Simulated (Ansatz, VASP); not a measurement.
Two plane-wave programs on Cd

File INCAR:

```
  ALGO = Normal
  EDIFF = 1E-6
  ENCUT = 520
  GGA = PS
  ISIF = 2
  ISMEAR = -1
  LASPH = True
  LCHARG = True
  LELF = True
  LREAL = False
  LVHAR = True
  LWAVE = False
  NBANDS = 25
  NELM = 60
  PREC = Accurate
  SIGMA = 0.1
```

File KPOINTS:

```
k-points
0
Gamma
  8 8 12
```

File POSCAR:

```
Cd
1.0
    5.0644193850      0.0000000000      0.0000000000
   -2.5322096925      4.3859158428      0.0000000000
    0.0000000000      0.0000000000      3.0325645382
Cd
3
Direct
    1.0000000000      0.0000000000      0.0000000000
    0.3333333333      0.6666666667      0.5000000000
    0.6666666667      0.3333333333      0.5000000000
```

Input for Ansatz:

```yaml
crystal:
  lattice:
    - [5.064419385, 0.0, 0.0]
    - [-2.5322096925, 4.3859158428, 0.0]
    - [0.0, 0.0, 3.0325645382]
  atoms:
    - { symbol: Cd, position: [1.0, 0.0, 0.0] }
    - { symbol: Cd, position: [0.3333333333, 0.6666666667, 0.5] }
    - { symbol: Cd, position: [0.6666666667, 0.3333333333, 0.5] }
hamiltonian:
  xc: pbesol
  pseudopotentials:
    kind: paw
    azcp:
      Cd: "pseudopotentials/Cd.paw.azcp"
basis:
  ecutwfc: 420
  fft_grid_basis: typed
kpoints:
  mp_grid: { grid: [8, 8, 12], shift: [0, 0, 0] }
magnetization:
  spin_polarized: false
scf:
  occupations: { method: fermi_dirac, width: 0.1 }
  lower_state_search: "off"
output:
  stress: true
```

Alike in both runs: task single point; functional PBEsol; k mesh 8 × 8 × 12; occupations fermi-dirac, width 0.1 eV; no spin polarisation.

|  | VASP | Ansatz |
| --- | --- | --- |
| version | VASP 6.6.1 | Ansatz 0.2.0 |
| potentials or method | VASP PAW PBE potentials, release 64 (Cd), cutoff 520 eV | plane waves (420 eV) with PAW, scalar-relativistic |
| valence electrons in the cell | 36 | 60 |

|  | VASP | Ansatz | Ansatz less VASP |
| --- | --- | --- | --- |
| pressure (GPa) | -1.6 | -1.8 | -0.27 |
| traceless stress, the component that is largest in VASP (GPa) | -0.36 | -0.36 | -0.003 |

VASP's potentials were made for PBE, not for PBEsol, and Ansatz warns of the same on its side. VASP's potentials hold 36 valence electrons a cell and Ansatz's 60, so a difference there can come from the potentials and not from the codes.
